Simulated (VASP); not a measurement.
# Ca (Pm-3m) in VASP: further runs, part 2 of 2

VASP 6.6.1. The steps go on from the part before.

**4. Single point, PBE**

This run uses another cell than the first one, of 43.70 Å³/atom.

Input file INCAR:

```
SYSTEM = Ca
PREC = Accurate
ENCUT = 520
EDIFF = 1E-6
ISMEAR = -1
SIGMA = 0.06122561905347299
LREAL = .FALSE.
LASPH = .TRUE.
NELM = 80
ALGO = Normal
ISIF = 2
LWAVE = .FALSE.
LCHARG = .TRUE.
GGA = PE
LELF = .TRUE.
LVHAR = .TRUE.
NBANDS = 11
```

Input file KPOINTS:

```
regular mesh
0
G
  31 31 31
  0 0 0
```

Input file POSCAR:

```
Ca
1.0
    3.5224317090      0.0000000000      0.0000000000
    0.0000000000      3.5224317090      0.0000000000
    0.0000000000      0.0000000000      3.5224317090
Ca
1
Direct
    0.0000000000      0.0000000000      0.0000000000
```

Potentials or basis: VASP PAW PBE potentials, release 64 (Ca_sv).

The run is started by

```
> cat potpaw_PBE.64/Ca_sv/POTCAR > POTCAR
> mpirun -np 1 vasp_std > vasp.out
```

OUTCAR:

```text
SYSTEM = Ca
   PREC = Accurate
   ENCUT = 520
   EDIFF = 1E-6
   ISMEAR = -1
   LREAL = .FALSE.
   LASPH = .TRUE.
   NELM = 80
   ISIF = 2
   GGA = PE

 ion  position               nearest neighbor table
   1  0.000  0.000  0.000-

  LATTYP: Found a simple cubic cell.
 ALAT       =     3.5224317090

  Lattice vectors:

 A1 = (   3.5224317090,   0.0000000000,   0.0000000000)
 A2 = (   0.0000000000,   3.5224317090,   0.0000000000)
 A3 = (   0.0000000000,   0.0000000000,   3.5224317090)

Analysis of symmetry for initial positions (statically):
=====================================================================
 Subroutine PRICEL returns:
 Original cell was already a primitive cell.

 Routine SETGRP: Setting up the symmetry group for a
 simple cubic supercell.

 Subroutine GETGRP returns: Found 48 space group operations
 (whereof 48 operations were pure point group operations)
 out of a pool of 48 trial point group operations.

The static configuration has the point symmetry O_h .

Analysis of symmetry for dynamics (positions and initial velocities):
=====================================================================
 Subroutine PRICEL returns:
 Original cell was already a primitive cell.

 Routine SETGRP: Setting up the symmetry group for a
 simple cubic supercell.

 Subroutine GETGRP returns: Found 48 space group operations
 (whereof 48 operations were pure point group operations)
 out of a pool of 48 trial point group operations.

The dynamic configuration has the point symmetry O_h .

 Subroutine INISYM returns: Found 48 space group operations
 (whereof 48 operations are pure point group operations),
 and found     1 'primitive' translations

----------------------------------------------------------------------------------------

                                     Primitive cell

  volume of cell :      43.7047

  direct lattice vectors                    reciprocal lattice vectors
     3.522431709  0.000000000  0.000000000     0.283894787  0.000000000  0.000000000
     0.000000000  3.522431709  0.000000000     0.000000000  0.283894787  0.000000000
     0.000000000  0.000000000  3.522431709     0.000000000  0.000000000  0.283894787

  length of vectors
     3.522431709  3.522431709  3.522431709     0.283894787  0.283894787  0.283894787

  position of ions in fractional coordinates (direct lattice)
     0.000000000  0.000000000  0.000000000

  ion indices of the primitive-cell ions
   primitive index   ion index
                 1           1

----------------------------------------------------------------------------------------

 KPOINTS: regular mesh

Automatic generation of k-mesh.
 Grid dimensions read from file:
 generate k-points for:   31   31   31

 Generating k-lattice:

  Cartesian coordinates                     Fractional coordinates (reciprocal lattice)
     0.009157896  0.000000000  0.000000000     0.032258065  0.000000000  0.000000000
     0.000000000  0.009157896  0.000000000     0.000000000  0.032258065  0.000000000
     0.000000000  0.000000000  0.009157896     0.000000000  0.000000000  0.032258065

  Length of vectors
     0.009157896  0.009157896  0.009157896

  Shift w.r.t. Gamma in fractional coordinates (k-lattice)
     0.000000000  0.000000000  0.000000000

 Subroutine IBZKPT returns following result:
 ===========================================

 Found    816 irreducible k-points:

 Following reciprocal coordinates:
            Coordinates               Weight
  0.000000  0.000000  0.000000      1.000000
  0.032258  0.000000  0.000000      6.000000
  0.064516  0.000000  0.000000      6.000000
  0.096774  0.000000  0.000000      6.000000
  0.129032  0.000000  0.000000      6.000000
  0.161290  0.000000  0.000000      6.000000
[... 16 lines left out ...]
  0.225806  0.032258  0.000000     24.000000
  0.258065  0.032258  0.000000     24.000000
 [... further k-points ...]
   k-points           NKPTS =    816   k-points in BZ     NKDIM =    816   number of bands    NBANDS=     11
   number of dos      NEDOS =    301   number of ions     NIONS =      1
   total plane-waves  NPLWV =  21952
   dimension x,y,z NGX =    28 NGY =   28 NGZ =   28
   dimension x,y,z NGXF=    56 NGYF=   56 NGZF=   56
   ions per type =               1
   NGX,Y,Z   is equivalent  to a cutoff of  13.21, 13.21, 13.21 a.u.
   NGXF,Y,Z  is equivalent  to a cutoff of  26.43, 26.43, 26.43 a.u.
 SYSTEM =  Ca
   PREC   = accura    normal or accurate (medium, high low for compatibility)
   ISTART =      0    job   : 0-new  1-cont  2-samecut
   ICHARG =      2    charge: 1-file 2-atom 10-const
   ISPIN  =      1    spin polarized calculation?
   LNONCOLLINEAR =      F non collinear calculations
   LSORBIT =      F    spin-orbit coupling
   LASPH  =      T    aspherical Exc in radial PAW
   ENCUT  =  520.0 eV  38.22 Ry    6.18 a.u.   6.55  6.55  6.55*2*pi/ulx,y,z
   NELM   =     80;   NELMIN=  2; NELMDL= -5     # of ELM steps
   EDIFF  = 0.1E-05   stopping-criterion for ELM
   LREAL  =      F    real-space projection
   EDIFFG = 0.1E-04   stopping-criterion for IOM
   NSW    =      0    number of steps for IOM
   IBRION =     -1    ionic relax: 0-MD 1-quasi-New 2-CG
   NFREE  =      0    steps in history (QN), initial steepest desc. (CG)
   ISIF   =      2    stress and relaxation
   ISYM   =      2    0-nonsym 1-usesym 2-fastsym
   POTIM  = 0.5000    time-step for ionic-motion
   TEBEG  =    0.0;   TEEND  =   0.0 temperature during run
   PSTRESS=    0.0 pullay stress
   NELECT =      10.0000    total number of electrons
   NUPDOWN=      -1.0000    fix difference up-down
   EMIN   =  10.00;   EMAX   =-10.00  energy-range for DOS
   EFERMI =   0.00;   METHOD = LEGACY
   ISMEAR =    -1;   SIGMA  =   0.06  broadening in eV -4-tet -1-fermi 0-gaus
   EFERMI_NEDOS =   21; number of points for ismear=-14 and -15
   IALGO  =     38    algorithm
   IMIX   =      4    mixing-type and parameters
     AMIX     =   0.40;   BMIX     =  1.00
     AMIX_MAG =   1.60;   BMIX_MAG =  1.00
  volume/ion in A,a.u.               =      43.70       294.93
  Fermi-wavevector in a.u.,A,eV,Ry     =   1.001303  1.892189 13.641310  1.002608
  Thomas-Fermi vector in A             =   2.133716
   LORBIT       =      0    0 simple, 1 ext, 2 COOP (PROOUT), +10 PAW based schemes
   GGA     = PE    functional components
   LHFCALC =     F    Hartree Fock is set to
   AEXX    =    0.0000 exact exchange contribution
   IVDW    =     0    specifies the selected vdW correction
   LEPSILON=     F    determine dielectric tensor
   LRPA    =     F    only Hartree local field effects (RPA)
 non-spin polarized calculation
  energy-cutoff  :      520.00
  volume of cell :       43.70
 maximum number of plane-waves:      1201
 NGX is ok and might be reduce to    28
   NGX = 13   NGY = 13   NGZ = 13

 number of electron      10.0000000 magnetization

 number of electron       9.9999997 magnetization

 Free energy of the ion-electron system (eV)
  ---------------------------------------------------
  ext. energy  EPLUGINS =         0.00000000
  ---------------------------------------------------
  free energy    TOTEN  =        -1.54260132 eV

  energy without entropy =       -1.53017313  energy(sigma->0) =       -1.53638723

 E-fermi :   1.7352     XC(G=0):  -7.6046

 val. band max:        1.7330110996   @ k =   0.4516   0.2258   0.0645
 cond. band min:       1.7386838026   @ k =   0.4839   0.2903   0.0323
 fundamental gap:      0.0056727030
 Fermi energy:         1.7352065429

 k-point     1 :       0.0000    0.0000    0.0000
  band No.  band energies     occupation
      1     -40.4999      2.00000
      2     -21.3919      2.00000
      3     -21.3919      2.00000
      4     -21.3919      2.00000
      5      -2.0915      2.00000
      6       2.5647      0.00000
      7       2.5647      0.00000
      8       5.7766      0.00000
      9       5.7766      0.00000
     10       5.7766      0.00000
     11      10.2475      0.00000

 k-point     2 :       0.0323    0.0000    0.0000
  band No.  band energies     occupation
      1     -40.4997      2.00000
      2     -21.3940      2.00000
      3     -21.3917      2.00000
      4     -21.3917      2.00000
      5      -2.0768      2.00000
      6       2.5692      0.00000
      7       2.5696      0.00000
      8       5.7595      0.00000
      9       5.7595      0.00000
     10       5.7777      0.00000
     11      10.1296      0.00000
[... 295 lines left out ...]
 k-point    24 :       0.2581    0.0323    0.0000
  band No.  band energies     occupation
      1     -40.4906      2.00000
      2     -21.4995      2.00000
      3     -21.3848      2.00000
      4     -21.3825      2.00000
      5      -1.1867      2.00000
      6       2.5856      0.00000
      7       2.8146      0.00000
      8       5.0359      0.00000
      9       5.0614      0.00000
     10       5.8193      0.00000
     11       7.5146      0.00000

 [... further k-points ...]
[... 5 lines left out ...]
  --------------------------------------------------------------------------------------
  -------------------------------------------------------------------------------------
  Total       -0.0104788     -0.0104788     -0.0104788      0.0000000      0.0000000      0.0000000
  in kB       -0.3841448     -0.3841448     -0.3841448      0.0000000      0.0000000      0.0000000
  external PRESSURE =      -0.3841448 kB  Pullay stress =       0.0000000 kB

 VOLUME and BASIS-vectors are now :
 -----------------------------------------------------------------------------
  energy-cutoff  :      520.00
  volume of cell :       43.70
      direct lattice vectors                 reciprocal lattice vectors
     3.522431709  0.000000000  0.000000000     0.283894787  0.000000000  0.000000000
     0.000000000  3.522431709  0.000000000     0.000000000  0.283894787  0.000000000
     0.000000000  0.000000000  3.522431709     0.000000000  0.000000000  0.283894787

 POSITION                                       TOTAL-FORCE (eV/Angst)
 -----------------------------------------------------------------------------------
      0.00000      0.00000      0.00000         0.000000      0.000000      0.000000
 -----------------------------------------------------------------------------------
    total drift:                               -0.000000     -0.000000     -0.000000

  FREE ENERGIE OF THE ION-ELECTRON SYSTEM (eV)
  ---------------------------------------------------
  free  energy   TOTEN  =        -1.5426013230 eV

  energy  without entropy=       -1.5301731327  energy(sigma->0) =       -1.53638723
```

OSZICAR:

```text
N       E                     dE             d eps       ncg     rms          rms(c)
DAV:   1     0.664971296861E+02    0.66497E+02   -0.49792E+03 17960   0.815E+02
DAV:   2     0.409326590465E-01   -0.66456E+02   -0.65842E+02 19818   0.207E+02
DAV:   3    -0.147637828117E+01   -0.15173E+01   -0.14986E+01 26066   0.306E+01
DAV:   4    -0.155131328496E+01   -0.74935E-01   -0.74685E-01 23153   0.530E+00
DAV:   5    -0.155312509229E+01   -0.18118E-02   -0.18115E-02 25389   0.670E-01    0.227E+00
DAV:   6    -0.154538090509E+01    0.77442E-02   -0.11312E-02 21529   0.117E+00    0.139E+00
DAV:   7    -0.154298457584E+01    0.23963E-02   -0.17067E-02 19377   0.155E+00    0.122E-01
DAV:   8    -0.154257391996E+01    0.41066E-03   -0.22756E-03 19463   0.416E-01    0.354E-02
DAV:   9    -0.154260170214E+01   -0.27782E-04   -0.17093E-04 25925   0.109E-01    0.727E-03
DAV:  10    -0.154260132304E+01    0.37910E-06   -0.49932E-06 19702   0.149E-02
   1 F= -.15426013E+01 E0= -.15363872E+01  d E =-.124282E-01
```

Wall time 2 min (1 thread of Intel Xeon 6975P-C (Granite Rapids), shared host); peak memory 0.47 GiB.

Results:

```yaml
Free_energy: -1.5426 eV
Pressure: 0.0 GPa
Band_gap_on_the_k_mesh: zero (bands 5 and 6 overlap by 1.15 eV)
```

**5. The runs side by side**

```tsv
cell	gap on the mesh (eV)	pressure (GPa)
a = 3.475 Å, 1 atom	none	0.4
a = 3.499 Å, 1 atom	none	0.2
a = 3.522 Å, 1 atom	none	0.0
```

Alike in all rows: task single point; level PBE; potentials or basis VASP PAW PBE potentials, release 64 (Ca_sv); no spin polarisation; k mesh 31 × 31 × 31; cutoff (eV) 520; smearing fermi-dirac 0.0612256 eV.

Absolute energies hang on the potentials; compare differences alone.
